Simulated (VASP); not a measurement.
A run of VASP 6.6.1:

File INCAR:

```
SYSTEM = Zn
ALGO = Normal
EDIFF = 1E-6
ENCUT = 520
GGA = PE
ISIF = 2
ISMEAR = -1
IVDW = 12
LASPH = .True.
LCHARG = .False.
LREAL = .False.
LWAVE = .False.
NBANDS = 90
NELM = 80
PREC = Accurate
SIGMA = 0.1
```

Contents of KPOINTS:

```
k-points
0
Gamma
  2 2 2
  0 0 0
```

Contents of POSCAR:

```
Zn
1.0
    5.3200000000      0.0000000000      0.0000000000
   -3.9900000000      6.9108830000      0.0000000000
    0.0000000000      0.0000000000      4.9369600000
Zn
13
Direct
    0.0055045436      0.0128782386      0.0141382551
    0.1449869299      0.2070502423      0.4634836012
   -0.0377145106      0.2726713793     -0.0568568512
    0.2437268173      0.5783776111      0.5134941340
    0.0112391779      0.6892462222     -0.0075957674
    0.0412183777      0.7703212455      0.4808829725
    0.5122656645     -0.0353500414      0.1007907700
    0.8501941087      0.3341685860      0.3259900830
    0.4708040156      0.3310720208     -0.0286005963
    0.5749753611      0.4858568724      0.5689128533
    0.5977216762      0.6808970721      0.0776591263
    0.6499615495      0.9078434695      0.5591295048
    0.4314013884      0.1008409490      0.6466124903
```

Potentials or basis: VASP PAW PBE potentials, release 64 (Zn).

Run with:

```bash
$ cat potpaw_PBE.64/Zn/POTCAR > POTCAR
$ mpirun -np 1 vasp_std > vasp.out
```

Hardware: 1 thread of Intel(R) Xeon(R) Platinum 8259CL CPU @ 2.50GHz (Skylake/Cascade Lake), with other jobs on the host.

Q: Estimate the wall time of this run.

A: Run time: 2.8 min on 1 thread of Intel(R) Xeon(R) Platinum 8259CL CPU @ 2.50GHz (Skylake/Cascade Lake) (shared host), peak memory 0.33 GiB. Counts: scf iterations 15, k points 8.
